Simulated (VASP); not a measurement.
**K4Zn4F13 (a cell with a defect): single point with revPBE**

System: K4Zn4F13 (a cell with a defect).

```xyz
21
Lattice="8.1045 0.0000 0.0000 0.0000 8.1045 0.0000 0.0000 0.0000 4.0523" Properties=species:S:1:pos:R:3 pbc="T T T"
K     0.0505    0.0244    4.0401
K     8.0337    4.0998    0.0431
K     4.0192    8.0797    3.9966
K     4.0327    4.0796    0.0043
Zn    2.0101    1.9699    2.0281
Zn    2.0617    6.0523    2.0087
Zn    6.0917    2.0612    2.0268
Zn    5.9943    6.1606    1.9179
F     1.9840    2.0400    0.0478
F     2.0969    6.0474    0.0017
F     6.0180    2.0724    0.0251
F     6.0466    6.0888    4.0493
F     0.0126    2.0433    2.0800
F     8.0650    6.0826    1.9882
F     4.1381    2.0412    2.0028
F     4.0130    6.0472    2.0630
F     1.9966    8.0667    2.0535
F     2.0760    4.0721    2.0073
F     6.1539    0.0821    2.0293
F     6.1452    4.0367    2.0386
F     4.0587    6.1227    4.0273
```

```json
{
  "Program": "VASP 6.6.1",
  "Task": "single point",
  "Functional": "revPBE",
  "Potentials or basis": "VASP PAW PBE potentials, release 64 (K_sv, Zn, F)",
  "Cutoff": "520 eV",
  "k mesh": "2 × 2 × 2, shifted",
  "Occupations": "fermi-dirac, width 0.05 eV",
  "Spin": "no spin polarisation"
}
```

* Largest force: 4.979 eV/Å

Forces in eV/Å, atoms in the order of the input:
```
K   -0.201 -0.359  0.024
K    0.107  0.229 -0.114
K    0.026  3.832  0.016
K    0.023 -2.459 -0.004
Zn   0.884  0.622  0.334
Zn   0.440 -0.006  0.104
Zn  -0.128  0.077  0.199
Zn  -0.832 -0.438  0.841
F   -0.123 -0.077 -0.506
F   -4.977 -0.061 -0.125
F    0.466 -0.077 -0.289
F    4.538  0.003 -0.824
F    0.129 -0.009 -0.015
F    0.205  0.065  0.094
F   -1.331 -0.114  0.099
F    0.381 -0.160 -1.401
F   -0.212  0.691 -0.027
F   -0.422 -1.152  0.099
F    0.186 -0.220  0.022
F    0.160  0.324  0.015
F    0.681 -0.711  1.457
```

Levels at points of the mesh, in eV from the Fermi level:
```csv
k point,band 84,band 85,band 86,band 87,band 88,band 89,band 90,band 91,band 92,band 93
"(0.25, 0.25, 0.25)",-4.77,-4.28,-2.46,-1.26,-1.05,1.05,2.33,2.76,3.57,4.81
```

Wall time 6 min on 1 thread of Intel Xeon 8259CL, with other jobs on the host, peak memory 0.36 GiB.

Caveat: the k points lie up to 0.78 Å⁻¹ apart; the cell carries a net charge on a neutralising background, which shifts energy and pressure; the cell is charged against a uniform background, so pressure and absolute levels hang on convention; the PAW data sets were made with another functional, which shifts forces and pressure a little.
